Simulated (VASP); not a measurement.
MgI2, 3 atoms in the cell. The structure is monoclinic, space group Cm (No. 8). The conventional cell has a = 7.194 Å, b = 4.154 Å, c = 6.862 Å, α = 90.00°, β = 90.00°, γ = 90.00°. Within 3.4 Å of Mg (site symmetry m) lie 6 I at 2.59 to 3.29 Å. Within 3.9 Å of I (site symmetry m) lie 3 Mg at 2.95 to 3.29 Å. I (site symmetry m) has 3 Mg at 2.59 to 2.97 Å within 3.4 Å.  This cell differs from its parent crystal: all I atoms moved -0.500 Å, as atom 2 towards its neighbour atom 3 (I) at 4.101 Å.

| Item | Value |
| --- | --- |
| Program | VASP 6.6.1 |
| Task | single point |
| Functional | PBE |
| Potentials or basis | VASP PAW PBE potentials, release 64 (Mg, I) |
| Cutoff | 520 eV |
| k mesh | 6 × 6 × 4 |
| Occupations | gaussian, width 0.05 eV |
| Spin | no spin polarisation |
| Dipole correction | no |
| Further INCAR settings | ALGO = Normal; EDIFF = 1e-07; NBANDS = 15 |

Potentials or basis: VASP PAW PBE potentials, release 64 (Mg, I).

The run is started by

```console
$ cat potpaw_PBE.64/Mg/POTCAR potpaw_PBE.64/I/POTCAR > POTCAR
$ mpirun -np 1 vasp_std > vasp.out
```

Hardware: 1 thread of Intel Xeon 8259CL, with other jobs on the host.

**Question.** Estimate the wall time of this run.

**Answer.** Run time: 2 min on 1 thread of Intel Xeon 8259CL (shared host), peak memory 0.26 GiB. Counts: scf iterations 16, k points 47.
